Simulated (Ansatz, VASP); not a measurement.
# MgS: VASP beside Ansatz

INCAR

```
SYSTEM = MgS
ALGO     = Normal         ! electronic algorithm
EDIFF    = 1E-6           ! SCF threshold, eV
ENCUT    = 600            ! plane-wave cutoff, eV
GGA      = PE             ! functional
GGA_COMPAT= .FALSE.      
ISIF     = 2              ! what is computed and relaxed
ISMEAR   = 0              ! smearing method
LASPH    = .TRUE.         ! aspherical terms in the spheres
LCHARG   = .FALSE.        ! write CHGCAR
LREAL    = .FALSE.        ! projectors in reciprocal space
LWAVE    = .FALSE.        ! write WAVECAR
NBANDS   = 11             ! bands
NELM     = 120            ! most SCF steps
PREC     = Accurate       ! precision mode
SIGMA    = 0.01           ! smearing width, eV
```

File KPOINTS:

```
k-points
0
G
  6 6 6
  0 0 0
```

POSCAR

```
MgS
1.0
   -0.0264931859      2.6147503249      2.6147503249
    2.6147503249     -0.0264931859      2.6147503249
    2.6147503249      2.6147503249     -0.0264931859
Mg S
1 1
Direct
    0.0000000000      0.0000000000      0.0000000000
    0.5000000000      0.5000000000      0.5000000000
```

Input for Ansatz:

```yaml
crystal:
  lattice:
    - [-0.026493187, 2.6147503251, 2.6147503251]
    - [2.6147503251, -0.026493187, 2.6147503251]
    - [2.6147503251, 2.6147503251, -0.026493187]
  atoms:
    - { symbol: Mg, position: [0.0, 0.0, 0.0] }
    - { symbol: S, position: [0.5, 0.5, 0.5] }
basis:
  ecutwfc: 420
kpoints:
  mp_grid: { grid: [6, 6, 6] }
  band_path:
    path:
      - [0.0, 0.0, 0.0]
      - [0.0, 0.0, 0.0]
      - [0.0, 0.0, 0.0]
      - [0.0, 0.0, 0.0]
      - [0.0, 0.0, 0.0]
      - [0.0, 0.0, 0.0]
      - [0.0, 0.0, 0.0]
      - [0.0, 0.0, 0.0]
      - [0.0, 0.0, 0.0]
      - [0.0, 0.0, 0.0]
      - [0.0, 0.0, 0.0]
      - [0.0, 0.0, 0.0]
      - [0.0, 0.0, 0.0]
      - [0.0, 0.0, 0.0]
      - [0.0, 0.0, 0.0]
      - [0.0, 0.0, 0.0]
      - [0.0, 0.0, 0.0]
      - [0.0, 0.0, 0.0]
      - [0.0, 0.0, 0.0]
      - [0.0, 0.0, 0.0]
      - [0.0, 0.0, 0.0]
      - [0.0, 0.0, 0.0]
      - [0.0, 0.0, 0.0]
      - [0.0, 0.0, 0.0]
      - [0.0, 0.0, 0.0]
      - [0.0, 0.0, 0.0]
      - [0.3, 0.3, 0.0]
      - [0.3166666667, 0.3166666667, 0.0]
      - [0.3333333333, 0.3333333333, 0.0]
      - [0.35, 0.35, 0.0]
      - [0.3666666667, 0.3666666667, 0.0]
      - [0.3833333333, 0.3833333333, 0.0]
      - [0.4, 0.4, 0.0]
      - [0.4166666667, 0.4166666667, 0.0]
      - [0.4333333333, 0.4333333333, 0.0]
      - [0.45, 0.45, 0.0]
      - [0.4666666667, 0.4666666667, 0.0]
      - [0.4833333333, 0.4833333333, 0.0]
      - [0.5, 0.5, 0.0]
      - [0.0, 0.3, 0.3]
      - [0.0, 0.3166666667, 0.3166666667]
      - [0.0, 0.3333333333, 0.3333333333]
      - [0.0, 0.35, 0.35]
      - [0.0, 0.3666666667, 0.3666666667]
      - [0.0, 0.3833333333, 0.3833333333]
      - [0.0, 0.4, 0.4]
      - [0.0, 0.4166666667, 0.4166666667]
      - [0.0, 0.4333333333, 0.4333333333]
      - [0.0, 0.45, 0.45]
      - [0.0, 0.4666666667, 0.4666666667]
      - [0.0, 0.4833333333, 0.4833333333]
      - [0.0, 0.5, 0.5]
      - [0.5, 0.5, 0.5]
      - [0.5, 0.5, 0.5]
      - [0.5, 0.5, 0.5]
      - [0.5, 0.5, 0.5]
      - [0.5, 0.5, 0.5]
      - [0.5, 0.5, 0.5]
      - [0.5, 0.5, 0.5]
      - [0.5, 0.5, 0.5]
      - [0.5, 0.5, 0.5]
      - [0.5, 0.5, 0.5]
      - [0.5, 0.5, 0.5]
      - [0.5, 0.5, 0.5]
      - [0.5, 0.5, 0.5]
      - [0.0, 0.0, 0.5]
      - [0.0, 0.0, 0.5]
      - [0.0, 0.0, 0.5]
      - [0.0, 0.0, 0.5]
      - [0.0, 0.0, 0.5]
      - [0.0, 0.0, 0.5]
      - [0.0, 0.0, 0.5]
      - [0.0, 0.0, 0.5]
      - [0.0, 0.0, 0.5]
      - [0.0, 0.0, 0.5]
      - [0.0, 0.0, 0.5]
      - [0.0, 0.0, 0.5]
      - [0.0, 0.0, 0.5]
      - [0.5, 0.5, 0.5]
      - [0.5, 0.5, 0.5]
      - [0.5, 0.5, 0.5]
      - [0.5, 0.5, 0.5]
      - [0.5, 0.5, 0.5]
      - [0.5, 0.5, 0.5]
      - [0.5, 0.5, 0.5]
      - [0.5, 0.5, 0.5]
      - [0.5, 0.5, 0.5]
      - [0.5, 0.5, 0.5]
      - [0.5, 0.5, 0.5]
      - [0.5, 0.5, 0.5]
      - [0.5, 0.5, 0.5]
      - [0.0, 0.0, 0.5]
      - [0.0, 0.0, 0.5]
      - [0.0, 0.0, 0.5]
      - [0.0, 0.0, 0.5]
      - [0.0, 0.0, 0.5]
      - [0.0, 0.0, 0.5]
      - [0.0, 0.0, 0.5]
      - [0.0, 0.0, 0.5]
      - [0.0, 0.0, 0.5]
      - [0.0, 0.0, 0.5]
      - [0.0, 0.0, 0.5]
      - [0.0, 0.0, 0.5]
      - [0.0, 0.0, 0.5]
    npoints: 1
hamiltonian:
  xc: pbe
  pseudopotentials: { kind: paw, azcp: { folder: soft_1 } }
scf:
  occupations: { method: fixed }
  n_extra_bands: 5
output:
  eigenvalues: true
```

Alike in both runs: task single point; functional PBE; k mesh 6 × 6 × 6; no spin polarisation.

|  | VASP | Ansatz |
| --- | --- | --- |
| version | VASP 6.6.1 | Ansatz 0.2.0 |
| potentials or method | VASP PAW PBE potentials, release 64 (Mg, S), cutoff 600 eV | scalar-relativistic, plane waves, PAW |
| occupations | gaussian, width 0.01 eV | fixed |
| valence electrons in the cell | 8 | 16 |

Ansatz gave:

```
gap on the k mesh at the Fermi level (eV) : 2.63
least direct gap on the mesh (eV)         : 3.40
```

Q: What did VASP give for the same quantities?

A: gap on the k mesh at the Fermi level (eV): 2.62; least direct gap on the mesh (eV): 3.38.

VASP's potentials hold 8 valence electrons a cell and Ansatz's 16, so a difference there can come from the potentials and not from the codes.
